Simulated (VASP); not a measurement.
A run of VASP 6.6.1 is set up as follows.

INCAR

```
SYSTEM = Ge
PREC = Accurate
ENCUT = 600
EDIFF = 1E-6
ISMEAR = -1
SIGMA = 0.1
LREAL = .False.
LASPH = .True.
NELM = 80
ALGO = Normal
ISIF = 3
LWAVE = .False.
LCHARG = .False.
IBRION = 2
NSW = 80
EDIFFG = -0.01
PSTRESS = 50.0
```

File KPOINTS:

```
Automatic mesh
0
Gamma
  7 7 4
  0 0 0
```

POSCAR

```
Ge
1.0
    3.9975860000      0.0000000000      0.0000000000
   -1.9987930000      3.4620110298      0.0000000000
    0.0000000000      0.0000000000      6.5993780000
Ge
4
Direct
    0.6666666667      0.3333333333      0.0629010000
    0.3333333333      0.6666666667      0.5629010000
    0.3333333333      0.6666666667      0.9370990000
    0.6666666667      0.3333333333      0.4370990000
```

Potentials or basis: VASP PAW LDA potentials, release 64 (Ge_d).

Launch:

```bash
$ cat potpaw_LDA.64/Ge_d/POTCAR > POTCAR
$ mpirun -np 1 vasp_std > vasp.out
```

Problem. Estimate the relaxed cell.

Solution. a = 3.884 Å, b = 3.884 Å, c = 6.403 Å, α = 90.00°, β = 90.00°, γ = 120.00°.

Problem. Predict the relaxed volume.

Solution. 20.92 Å³/atom.

Problem. What does it give for the space group after relaxing (to 0.05 Å)?

Solution. P6_3/mmc (No. 194).

The path:
| step | energy change (eV) | largest force (eV/Å) | pressure (GPa) | volume (Å³) |
| --- | --- | --- | --- | --- |
| 1 | 0.0000 | 0.0052 | -1.70 | 91.33 |
| 2 | 0.2744 | 0.0204 | 10.76 | 79.29 |
| 3 | 0.0625 | 0.0101 | 5.03 | 83.67 |
| 4 | 0.0579 | 0.0097 | 4.70 | 83.82 |
| 5 | 0.0585 | 0.0004 | 4.93 | 83.80 |
| 6 | 0.0586 | 0.0029 | 4.93 | 83.79 |
| 7 | 0.0598 | 0.0025 | 4.92 | 83.75 |
| 8 | 0.0633 | 0.0140 | 5.01 | 83.64 |
| 9 | 0.0620 | 0.0078 | 4.95 | 83.68 |
| 10 | 0.0625 | 0.0115 | 5.02 | 83.67 |
| 11 | 0.0622 | 0.0086 | 4.96 | 83.68 |
| 12 | 0.0623 | 0.0110 | 5.09 | 83.67 |
| 13 | 0.0622 | 0.0088 | 5.03 | 83.67 |

Caveat: the cell is relaxed towards a set pressure, so the enthalpy falls and the energy may rise.
